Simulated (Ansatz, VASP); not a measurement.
CuO in VASP and in Ansatz

Contents of INCAR:

```
PREC = Accurate ; ENCUT = 520
EDIFF = 1E-6 ; ISMEAR = 0
SIGMA = 0.1 ; LREAL = F
LASPH = T ; NELM = 100
ALGO = Normal ; ISIF = 2
LWAVE = F ; LCHARG = T
GGA = PS ; LELF = T
LVHAR = T ; NBANDS = 25
```

Contents of KPOINTS:

```
Automatic mesh
0
Gamma
  16 16 8
```

POSCAR

```
CuO
1.0
    2.3446500000     -1.7134000000      0.0000000000
    2.3446500000      1.7134000000      0.0000000000
   -0.8605500000      0.0000000000      5.0594400000
Cu O
2 2
Direct
    0.0032000000      0.4968000000      0.0000000000
    0.4968000000      0.0032000000      0.5000000000
    0.5714000000      0.4056000000      0.2537000000
    0.4056000000      0.5714000000      0.7537000000
```

Input for Ansatz:

```yaml
crystal:
  lattice:
    - [2.34465, -1.7134, 0.0]
    - [2.34465, 1.7134, 0.0]
    - [-0.86055, 0.0, 5.05944]
  atoms:
    - { symbol: Cu, position: [0.0032, 0.4968, 0.0] }
    - { symbol: Cu, position: [0.4968, 0.0032, 0.5] }
    - { symbol: O, position: [0.5714, 0.4056, 0.2537] }
    - { symbol: O, position: [0.4056, 0.5714, 0.7537] }
basis:
  ecutwfc: 420
kpoints:
  mp_grid: { grid: [16, 16, 8] }
hamiltonian:
  xc: pbesol
scf:
  occupations: { method: gaussian, width: 0.1 }
output:
  forces: true
  stress: true
  eigenvalues: true
  populations: true
  write_density: true
  write_potential: true
  elf: true
  volumetric_format: npy
```

Alike in both runs: task single point; functional PBEsol; k mesh 16 × 16 × 8; occupations gaussian, width 0.1 eV; no spin polarisation.

|  | VASP | Ansatz |
| --- | --- | --- |
| version | VASP 6.6.1 | Ansatz 0.2.0 |
| potentials or method | VASP PAW PBE potentials, release 64 (Cu, O), cutoff 520 eV | scalar-relativistic, plane waves, PAW |
| valence electrons in the cell | 34 | 50 |

Ansatz gave:

| Quantity | Value |
| --- | --- |
| gap on the k mesh at the Fermi level (eV) | none |
| pressure (GPa) | -2.7 |
| traceless stress, the component that is largest in VASP (GPa) | 2.27 |
| rms of the force components (eV/Å) | 0.425 |

Problem. Estimate VASP's values.

Solution. gap on the k mesh at the Fermi level (eV): none; pressure (GPa): -2.0; traceless stress, the component that is largest in VASP (GPa): 1.90; rms of the force components (eV/Å): 0.432.

VASP's potentials were made for PBE, not for PBEsol. Atom by atom the forces differ by 0.022 eV/Å (rms over components). A gap of «none» marks a metal or a gap that the smearing closes. The functional is the same, so the differences come from potentials, cutoffs and numerics. VASP's potentials hold 34 valence electrons a cell and Ansatz's 50, so a difference there can come from the potentials and not from the codes.
